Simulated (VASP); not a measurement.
# AlN (P6_3mc) in VASP: further runs

AlN is run at these levels: PBEsol; tasks: electric field gradients, density of states.

Program: VASP 6.6.1. These are calculated values, not measurements. Logs are shortened: lines on timing, memory, paths and dates and some standing lists are left out, and cuts for length are marked.

## 1. The cell of the first run

It takes space group P6_3mc (No. 186, hexagonal). Conventional cell: a = 3.069 Å, b = 3.069 Å, c = 4.911 Å, α = 90.00°, β = 90.00°, γ = 120.00°. Within 2.5 Å of Al (site symmetry 3m) lie 4 N at 1.86 to 1.89 Å. Within 2.5 Å of N (site symmetry 3m) lie 4 Al at 1.86 to 1.89 Å.

## 2. Electric field gradients, PBEsol (volume scaled by 0.96)

INCAR reads:

```
SYSTEM = AlN
PREC     = Accurate       ! precision mode
ENCUT    = 520            ! plane-wave cutoff, eV
EDIFF    = 1E-8           ! SCF threshold, eV
ISMEAR   = -1             ! smearing method
SIGMA    = 0.03           ! smearing width, eV
LREAL    = .FALSE.        ! projectors in reciprocal space
LASPH    = .TRUE.         ! aspherical terms in the spheres
NELM     = 100            ! most SCF steps
ALGO     = Normal         ! electronic algorithm
ISIF     = 2              ! what is computed and relaxed
LWAVE    = .FALSE.        ! write WAVECAR
LCHARG   = .FALSE.        ! write CHGCAR
GGA      = PS             ! functional
LEFG     = .TRUE.       
NBANDS   = 16             ! bands
```

KPOINTS reads:

```
regular mesh
0
G
  10 10 6
  0 0 0
```

POSCAR reads:

```
AlN
1.0
    3.0689564278      0.0000000000      0.0000000000
   -1.5344782139      2.6577942296      0.0000000000
    0.0000000000      0.0000000000      4.9107214824
Al N
2 2
Direct
    0.3333333333      0.6666666667      0.0000000000
    0.6666666667      0.3333333333      0.5000000000
    0.3333333333      0.6666666667      0.3850000000
    0.6666666667      0.3333333333      0.8850000000
```

Potentials or basis: VASP PAW PBE potentials, release 64 (Al, N).

On the command line:

```
cat potpaw_PBE.64/Al/POTCAR potpaw_PBE.64/N/POTCAR > POTCAR
mpirun -np 1 vasp_std > vasp.out
```

OUTCAR:

```text
SYSTEM = AlN
   PREC = Accurate
   ENCUT = 520
   EDIFF = 1E-8
   ISMEAR = -1
   LREAL = .FALSE.
   LASPH = .TRUE.
   NELM = 100
   ISIF = 2
   GGA = PS

 ion  position               nearest neighbor table
   1  0.333  0.667  0.000-   4 1.86   4 1.86   4 1.86   3 1.89   2 3.03   2 3.03   2 3.03   2 3.03
                             2 3.03   2 3.03
   2  0.667  0.333  0.500-   3 1.86   3 1.86   3 1.86   4 1.89   1 3.03   1 3.03   1 3.03   1 3.03
                             1 3.03   1 3.03
   3  0.333  0.667  0.385-   2 1.86   2 1.86   2 1.86   1 1.89
   4  0.667  0.333  0.885-   1 1.86   1 1.86   1 1.86   2 1.89

  LATTYP: Found a hexagonal cell.
 ALAT       =     3.0689564278
 C/A-ratio  =     1.6001274694

  Lattice vectors:

 A1 = (   3.0689564278,   0.0000000000,   0.0000000000)
 A2 = (  -1.5344782139,   2.6577942296,   0.0000000000)
 A3 = (   0.0000000000,   0.0000000000,   4.9107214824)

Analysis of symmetry for initial positions (statically):
=====================================================================
 Subroutine PRICEL returns:
 Original cell was already a primitive cell.

 Routine SETGRP: Setting up the symmetry group for a
 hexagonal supercell.

 Subroutine GETGRP returns: Found 12 space group operations
 (whereof  6 operations were pure point group operations)
 out of a pool of 24 trial point group operations.

The static configuration has the point symmetry C_3v.
 The point group associated with its full space group is C_6v.

Analysis of symmetry for dynamics (positions and initial velocities):
=====================================================================
 Subroutine PRICEL returns:
 Original cell was already a primitive cell.

 Routine SETGRP: Setting up the symmetry group for a
 hexagonal supercell.

 Subroutine GETGRP returns: Found 12 space group operations
 (whereof  6 operations were pure point group operations)
 out of a pool of 24 trial point group operations.

The dynamic configuration has the point symmetry C_3v.
 The point group associated with its full space group is C_6v.

 Subroutine INISYM returns: Found 12 space group operations
 (whereof  6 operations are pure point group operations),
 and found     1 'primitive' translations

----------------------------------------------------------------------------------------

                                     Primitive cell

  volume of cell :      40.0551

  direct lattice vectors                    reciprocal lattice vectors
     3.068956428  0.000000000  0.000000000     0.325843662  0.188125926  0.000000000
    -1.534478214  2.657794230  0.000000000     0.000000000  0.376251852  0.000000000
     0.000000000  0.000000000  4.910721482     0.000000000  0.000000000  0.203636065

  length of vectors
     3.068956428  3.068956428  4.910721482     0.376251852  0.376251852  0.203636065

  position of ions in fractional coordinates (direct lattice)
     0.333333333  0.666666667  0.000000000
     0.666666667  0.333333333  0.500000000
     0.333333333  0.666666667  0.385000000
     0.666666667  0.333333333  0.885000000

  ion indices of the primitive-cell ions
   primitive index   ion index
                 1           1
                 2           2
                 3           3
                 4           4

----------------------------------------------------------------------------------------

 KPOINTS: regular mesh

Automatic generation of k-mesh.
 Grid dimensions read from file:
 generate k-points for:   10   10    6

 Generating k-lattice:

  Cartesian coordinates                     Fractional coordinates (reciprocal lattice)
     0.032584366  0.018812593  0.000000000     0.100000000  0.000000000  0.000000000
     0.000000000  0.037625185  0.000000000     0.000000000  0.100000000  0.000000000
[... 42 lines left out ...]
   total plane-waves  NPLWV =  23040
   dimension x,y,z NGX =    24 NGY =   24 NGZ =   40
   dimension x,y,z NGXF=    48 NGYF=   48 NGZF=   80
   ions per type =               2   2
   NGX,Y,Z   is equivalent  to a cutoff of  13.00, 13.00, 13.54 a.u.
   NGXF,Y,Z  is equivalent  to a cutoff of  26.00, 26.00, 27.08 a.u.
 SYSTEM =  AlN
   PREC   = accura    normal or accurate (medium, high low for compatibility)
   ISTART =      0    job   : 0-new  1-cont  2-samecut
   ICHARG =      2    charge: 1-file 2-atom 10-const
   ISPIN  =      1    spin polarized calculation?
   LNONCOLLINEAR =      F non collinear calculations
   LSORBIT =      F    spin-orbit coupling
   LASPH  =      T    aspherical Exc in radial PAW
   ENCUT  =  520.0 eV  38.22 Ry    6.18 a.u.   5.71  5.71  9.13*2*pi/ulx,y,z
   NELM   =    100;   NELMIN=  2; NELMDL= -5     # of ELM steps
   EDIFF  = 0.1E-07   stopping-criterion for ELM
   LREAL  =      F    real-space projection
   EDIFFG = 0.1E-06   stopping-criterion for IOM
   NSW    =      0    number of steps for IOM
   IBRION =     -1    ionic relax: 0-MD 1-quasi-New 2-CG
   NFREE  =      0    steps in history (QN), initial steepest desc. (CG)
   ISIF   =      2    stress and relaxation
   ISYM   =      2    0-nonsym 1-usesym 2-fastsym
   POTIM  = 0.5000    time-step for ionic-motion
   TEBEG  =    0.0;   TEEND  =   0.0 temperature during run
   PSTRESS=    0.0 pullay stress
   NELECT =      16.0000    total number of electrons
   NUPDOWN=      -1.0000    fix difference up-down
   EMIN   =  10.00;   EMAX   =-10.00  energy-range for DOS
   EFERMI =   0.00;   METHOD = LEGACY
   ISMEAR =    -1;   SIGMA  =   0.03  broadening in eV -4-tet -1-fermi 0-gaus
   EFERMI_NEDOS =   21; number of points for ismear=-14 and -15
   IALGO  =     38    algorithm
   IMIX   =      4    mixing-type and parameters
     AMIX     =   0.40;   BMIX     =  1.00
     AMIX_MAG =   1.60;   BMIX_MAG =  1.00
  volume/ion in A,a.u.               =      10.01        67.58
  Fermi-wavevector in a.u.,A,eV,Ry     =   1.205672  2.278389 19.778027  1.453644
  Thomas-Fermi vector in A             =   2.341361
   LORBIT       =      0    0 simple, 1 ext, 2 COOP (PROOUT), +10 PAW based schemes
   GGA     = PS    functional components
   LHFCALC =     F    Hartree Fock is set to
   AEXX    =    0.0000 exact exchange contribution
   IVDW    =     0    specifies the selected vdW correction
   LEPSILON=     F    determine dielectric tensor
   LRPA    =     F    only Hartree local field effects (RPA)
 non-spin polarized calculation
  energy-cutoff  :      520.00
  volume of cell :       40.06
 maximum number of plane-waves:      1092
 NGX is ok and might be reduce to    24
   NGX = 11   NGY = 11   NGZ = 19

 number of electron      15.9999997 magnetization

 Free energy of the ion-electron system (eV)
  ---------------------------------------------------
  ext. energy  EPLUGINS =         0.00000000
  ---------------------------------------------------
  free energy    TOTEN  =       -31.25728472 eV

  energy without entropy =      -31.25728472  energy(sigma->0) =      -31.25728472

 E-fermi :   7.1204     XC(G=0): -11.2916

 val. band max:        6.5276724588   @ k =   0.0000   0.0000   0.0000
 cond. band min:      10.9799174571   @ k =   0.0000   0.0000   0.0000
 fundamental gap:      4.4522449982
 Fermi energy:         7.1203968120

 k-point     1 :       0.0000    0.0000    0.0000
  band No.  band energies     occupation
      1      -8.9524      2.00000
      2      -6.6338      2.00000
      3       0.2414      2.00000
      4       5.5582      2.00000
      5       5.5582      2.00000
      6       6.2232      2.00000
[... 433 lines left out ...]
      3       0.8438      2.00000
      4       1.9206      2.00000
      5       3.2925      2.00000
      6       4.0894      2.00000
[... 8 lines left out ...]
     15      19.3110      0.00000
     16      21.7676      0.00000

 [... further k-points ...]
[... 5 lines left out ...]
  --------------------------------------------------------------------------------------
  -------------------------------------------------------------------------------------
  Total        2.6616883      2.6616883      1.8749101      0.0000000      0.0000000      0.0000000
  in kB      106.4658660    106.4658660     74.9952309      0.0000000      0.0000000      0.0000000
  external PRESSURE =      95.9756543 kB  Pullay stress =       0.0000000 kB

 VOLUME and BASIS-vectors are now :
 -----------------------------------------------------------------------------
  energy-cutoff  :      520.00
  volume of cell :       40.06
      direct lattice vectors                 reciprocal lattice vectors
     3.068956428  0.000000000  0.000000000     0.325843662  0.188125926  0.000000000
    -1.534478214  2.657794230  0.000000000     0.000000000  0.376251852  0.000000000
     0.000000000  0.000000000  4.910721482     0.000000000  0.000000000  0.203636065

 POSITION                                       TOTAL-FORCE (eV/Angst)
 -----------------------------------------------------------------------------------
     -0.00000      1.77186      0.00000        -0.000000     -0.000000      0.180371
      1.53448      0.88593      2.45536         0.000000      0.000000      0.180371
     -0.00000      1.77186      1.89063        -0.000000      0.000000     -0.180371
      1.53448      0.88593      4.34599         0.000000      0.000000     -0.180371
 -----------------------------------------------------------------------------------
    total drift:                                0.000000      0.000000      0.000380

  FREE ENERGIE OF THE ION-ELECTRON SYSTEM (eV)
  ---------------------------------------------------
  free  energy   TOTEN  =       -31.2572847214 eV

  energy  without entropy=      -31.2572847214  energy(sigma->0) =      -31.25728472

 Electric field gradients (V/A^2)
---------------------------------------------------------------------
 ion       V_xx      V_yy      V_zz      V_xy      V_xz      V_yz
---------------------------------------------------------------------
   1      -4.491    -4.491     8.982     0.000    -0.000     0.000
   2      -4.491    -4.491     8.982     0.000     0.000    -0.000
   3      -0.510    -0.510     1.020     0.000    -0.000     0.000
   4      -0.510    -0.510     1.020     0.000     0.000    -0.000
---------------------------------------------------------------------

 Electric field gradients after diagonalization (V/A^2)
 (convention: |V_zz| > |V_xx| > |V_yy|)
----------------------------------------------------------------------
 ion       V_xx      V_yy      V_zz     asymmetry (V_yy - V_xx)/ V_zz
----------------------------------------------------------------------
   1      -4.491    -4.491     8.982       0.000
   2      -4.491    -4.491     8.982       0.000
   3      -0.511    -0.510     1.020       0.001
   4      -0.511    -0.510     1.020       0.001
----------------------------------------------------------------------

           NMR quadrupolar parameters

 Cq : quadrupolar parameter    Cq=e*Q*V_zz/h
 eta: asymmetry parameters     (V_yy - V_xx)/ V_zz
 Q  : nuclear electric quadrupole moment in mb (millibarn)
----------------------------------------------------------------------
 ion       Cq(MHz)       eta       Q (mb)
----------------------------------------------------------------------
   1       0.022       0.000       1.000
   2       0.022       0.000       1.000
   3       0.002       0.001       1.000
   4       0.002       0.001       1.000
----------------------------------------------------------------------
```

Run time: 32 s. Hardware: 1 thread of Intel Xeon 6975P-C (Granite Rapids), shared host; peak memory 0.17 GiB.

What came out:

```
Free energy            : -31.2573 eV
Pressure               : 9.6 GPa
Largest force          : 0.180 eV/Å
Band gap on the k mesh : 4.45 eV, direct
```

Forces on the atoms (eV/Å):
```
Al   0.000  0.000  0.180
Al   0.000  0.000  0.180
N    0.000  0.000 -0.180
N    0.000  0.000 -0.180
```

Stress tensor (GPa, compression positive):
```
10.65  0.00  0.00
 0.00 10.65  0.00
 0.00  0.00  7.50
```

Levels at points of the mesh, in eV from the valence-band top:
```csv
k point,band 5,band 6,band 7,band 8,band 9,band 10,band 11,band 12
"(0.00, 0.00, 0.00)",-0.97,-0.30,-0.30,0.00,4.45,6.89,10.84,11.28
"(0.50, 0.00, 0.00)",-3.51,-2.24,-1.89,-0.78,5.74,5.78,8.39,10.41
"(0.00, 0.00, 0.50)",-0.65,-0.65,-0.65,-0.65,6.72,6.72,10.51,10.51
"(0.50, 0.00, 0.50)",-1.59,-1.59,-1.45,-1.45,5.28,5.28,9.31,9.31
```

Electric field gradients, principal values (V/Å²):
```
atom   least  middle  greatest (by size)
1 Al  -4.491  -4.491               8.982
2 Al  -4.491  -4.491               8.982
 3 N  -0.510  -0.511               1.020
 4 N  -0.510  -0.511               1.020
```

Caveat: without QUAD_EFG the Cq values of the log hold for a quadrupole moment of 1 mb, not for the nuclei; the PAW data sets were made with another functional, which shifts forces and pressure a little.

(Part 1 of 4 ends here.)
